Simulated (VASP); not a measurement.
Runs of VASP 6.6.1 on SiC (Moissanite). The structure is that of space group P6_3mc (No. 186), or close to it. The cells are those of the table. 

```tsv
cell	gap on the mesh (eV)	pressure (GPa)	largest force (eV/Å)
a = 3.048, b = 3.048, c = 5.003 Å, angles 90.0, 90.0, 120.0°, 4 atoms	2.27	10.1	0.79
a = 3.130, b = 3.130, c = 5.136 Å, angles 90.0, 90.0, 120.0°, 4 atoms	2.41	-7.0	0.67
a = 3.156, b = 3.156, c = 5.179 Å, angles 90.0, 90.0, 120.0°, 4 atoms	(b)	-11.4	0.64
a = 3.103, b = 3.103, c = 5.092 Å, angles 90.0, 90.0, 120.0°, 4 atoms	2.37	-2.0	0.71
a = 2.992, b = 2.992, c = 4.910 Å, angles 90.0, 90.0, 120.0°, 4 atoms	2.16	(a)	0.89
```

Alike in all rows: task single point; level PBE; potentials or basis VASP PAW PBE potentials, release 64 (Si, C); no spin polarisation; k mesh 12 × 12 × 4; cutoff (eV) 520; smearing gaussian 0.01 eV.

Estimate the missing entries.

(a) 25.8; (b) 2.45.

A k mesh can miss the band edges.
